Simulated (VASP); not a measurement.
Write the native input for VASP 6.6.1 that does the following.

```
Task                   : single point
Functional             : PBE
Potentials or basis    : VASP PAW PBE potentials, release 64 (Cr_pv)
Cutoff                 : 500 eV
k mesh                 : 20 × 20 × 20
Occupations            : gaussian, width 0.05 eV
Spin                   : collinear spin, ferromagnetic start
Starting moments       : [0.05] μB
Dipole correction      : no
Further INCAR settings : ALGO = Normal; EDIFF = 1e-06; NBANDS = 16
```

The structure of Cr lies in POSCAR:

```
Cr
1.0
    0.0000000000      1.8085588782      1.8085588782
    1.8085588782      0.0000000000      1.8085588782
    1.8085588782      1.8085588782      0.0000000000
Cr
1
Direct
    0.0000000000      0.0000000000      0.0000000000
```

The input as run:

INCAR

```
ALGO = Normal ; EDIFF = 1E-6
ENCUT = 500 ; GGA = PE
GGA_COMPAT = False ; ISIF = 2
ISMEAR = 0 ; ISPIN = 2
LASPH = True ; LCHARG = False
LMAXMIX = 4 ; LORBIT = 11
LREAL = False ; LWAVE = False
MAGMOM = 0.05 ; NBANDS = 16
NELM = 200 ; PREC = Accurate
SIGMA = 0.05
```

KPOINTS

```
k-points
0
Gamma
  20 20 20
```

Potentials or basis: VASP PAW PBE potentials, release 64 (Cr_pv).

The run is started by

```sh
$ cat potpaw_PBE.64/Cr_pv/POTCAR > POTCAR
$ mpirun -np 1 vasp_std > vasp.out
```

It gave:

The pressure is -0.6 GPa. The band gap on the k mesh is zero (filled and empty bands overlap), the net moment is 0.00 μB per cell and the valence electrons inside the program's atomic spheres are Cr 11.02.

Run time: 2.2 min on 1 thread of Intel Xeon 8259CL, on a shared host, peak memory 0.18 GiB.
